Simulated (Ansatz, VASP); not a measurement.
One calculation of LiAlH3, two programs

INCAR

```
SYSTEM = LiAlH3
PREC = Accurate
ENCUT = 600
EDIFF = 1E-7
ISMEAR = 0
SIGMA = 0.1
LREAL = .False.
LASPH = .True.
NELM = 100
ALGO = Normal
ISIF = 3
LWAVE = .False.
LCHARG = .False.
GGA = PE
IBRION = 2
NSW = 90
EDIFFG = -0.04
```

KPOINTS

```
Automatic mesh
0
Gamma
  4 4 6
  0 0 0
```

The input POSCAR:

```
LiAlH3
1.0
    5.1391747000      0.0000000000      0.0000000000
    0.0000000000      5.1391747000      0.0000000000
    0.0000000000      0.0000000000      3.6864144008
Li Al H
2 2 6
Direct
    0.0000000000      0.5000000000      0.5000000000
    0.5000000000      0.0000000000      0.5000000000
    0.5000000000      0.5000000000      0.0000000000
    0.0000000000      0.0000000000      0.0000000000
    0.8238402553      0.3238402553      0.0000000000
    0.6761597447      0.8238402553      0.0000000000
    0.5000000000      0.5000000000      0.5000000000
    0.1761597447      0.6761597447      0.0000000000
    0.3238402553      0.1761597447      0.0000000000
    0.0000000000      0.0000000000      0.5000000000
```

Input for Ansatz:

```yaml
crystal:
  lattice:
    - [5.1391747, 0.0, 0.0]
    - [0.0, 5.1391747, 0.0]
    - [0.0, 0.0, 3.6864144008]
  atoms:
    - { symbol: Li, position: [0.0, 0.5, 0.5] }
    - { symbol: Li, position: [0.5, 0.0, 0.5] }
    - { symbol: Al, position: [0.5, 0.5, 0.0] }
    - { symbol: Al, position: [0.0, 0.0, 0.0] }
    - { symbol: H, position: [0.8238402553, 0.3238402553, 0.0] }
    - { symbol: H, position: [0.6761597447, 0.8238402553, 0.0] }
    - { symbol: H, position: [0.5, 0.5, 0.5] }
    - { symbol: H, position: [0.1761597447, 0.6761597447, 0.0] }
    - { symbol: H, position: [0.3238402553, 0.1761597447, 0.0] }
    - { symbol: H, position: [0.0, 0.0, 0.5] }
basis:
  ecutwfc: 420
kpoints:
  mp_grid: { grid: [4, 4, 6] }
hamiltonian:
  xc: pbe
scf:
  occupations: { method: gaussian, width: 0.1 }
  lower_state_search: "off"
output:
  forces: true
  stress: true
  eigenvalues: true
relax:
  adjacent_minimum: "off"
  f_tol: 0.04
  max_steps: 70
  cell: { stress_tol: 0.4 }
```

Alike in both runs: task relaxation of cell and atoms; functional PBE; k mesh 4 × 4 × 6; occupations gaussian, width 0.1 eV; no spin polarisation.

|  | VASP | Ansatz |
| --- | --- | --- |
| version | VASP 6.6.1 | Ansatz 0.2.0 |
| potentials or method | VASP PAW PBE potentials, release 64 (Li_sv, Al, H), cutoff 600 eV | scalar-relativistic, plane waves, PAW |
| valence electrons in the cell | 18 | 18 |

Ansatz gave:

```
gap on the k mesh at the Fermi level, each at its own relaxed structure (eV) : none
relaxed volume (Å³/atom)                                                     : 9.66
relaxed length of the cell vector where the two differ most in proportion (Å)              : 5.117
```

Which values does VASP return?

gap on the k mesh at the Fermi level, each at its own relaxed structure (eV): none; relaxed volume (Å³/atom): 9.74; relaxed length of the cell vector where the two differ most in proportion (Å): 5.139.

A gap of «none» marks a metal or a gap that the smearing closes.

Noted on VASP's run: the cutoff is under 1.25 times that of the potentials, so the pressure is a little rough; the relaxation stopped at its first step, so nothing moved.
